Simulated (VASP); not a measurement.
Ge, 2 atoms in the cell. Symmetry: P4/nmm, No. 129, tetragonal system. The conventional cell has a = 3.803 Å, b = 3.803 Å, c = 2.766 Å, α = 90.00°, β = 90.00°, γ = 90.00°. Ge (site symmetry 4mm) has 6 Ge at 2.69 to 2.77 Å within 3.5 Å. 

```yaml
Program: VASP 6.6.1
Task: single point
Functional: PBE
Potentials_or_basis: VASP PAW PBE potentials, release 64 (Ge_d)
Cutoff: 520 eV
k_mesh: 6 × 6 × 6
Occupations: gaussian, width 0.1 eV
Spin: no spin polarisation
Dipole_correction: no
Further_INCAR_settings: ALGO = Normal; EDIFF = 1e-06; NBANDS = 21
```

Potentials or basis: VASP PAW PBE potentials, release 64 (Ge_d).

Run with:

```sh
$ cat potpaw_PBE.64/Ge_d/POTCAR > POTCAR
$ mpirun -np 1 vasp_std > vasp.out
```

Hardware: 1 thread of AMD EPYC 9R45 (Zen 5) (shared host).

Problem. Estimate the wall time of this run.

Solution. It took 10 s on 1 thread of AMD EPYC 9R45 (Zen 5), on a shared host, peak memory 0.13 GiB. Counts: scf iterations 10, k points 40.
